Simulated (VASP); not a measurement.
# C: single point with PBE+D3(BJ)

The system is C.

```xyz
2
Lattice="1.2633 0.7294 3.4454 -1.2633 0.7294 3.4454 0.0000 -1.4587 3.4454" Properties=species:S:1:pos:R:3 pbc="T T T"
C     0.0000    0.0000    1.7609
C     0.0000    0.0000    8.5753
```

```
Program                : VASP 6.6.1
Task                   : single point
Functional             : PBE
Dispersion             : D3(BJ)
Potentials or basis    : VASP PAW PBE potentials, release 64 (C)
Cutoff                 : 520 eV
k mesh                 : 15 × 15 × 15
Occupations            : gaussian, width 0.05 eV
Spin                   : no spin polarisation
Dipole correction      : no
Further INCAR settings : ALGO = Normal; EDIFF = 1e-07; NBANDS = 11
```

- Pressure: -18.5 GPa
- Largest force: 1.281 eV/Å
- Band gap on the k mesh: 0.48 eV, direct
- Dispersion energy per atom: -0.148 eV

Forces on the atoms (eV/Å):
```
C    0.000  0.000 -1.281
C    0.000  0.000  1.281
```

Stress tensor (GPa, compression positive):
```
-27.15   0.00   0.00
  0.00 -27.15   0.00
  0.00   0.00  -1.34
```

Levels at points of the mesh, in eV from the valence-band top:
```
           k point  band 1  band 2  band 3  band 4  band 5  band 6  band 7  band 8  band 9
(0.00, 0.00, 0.00)  -18.78   -5.91   -2.73   -2.73    4.48    8.15    8.15   10.87   11.23
```

It took 56 s on 1 thread of Intel(R) Xeon(R) Platinum 8488C (Sapphire Rapids), on a shared host, peak memory 0.2 GiB.

Caveat: forces of over 1 eV/Å act on the atoms, so gaps and moduli don't describe the material at rest. A k mesh can miss the band edges.
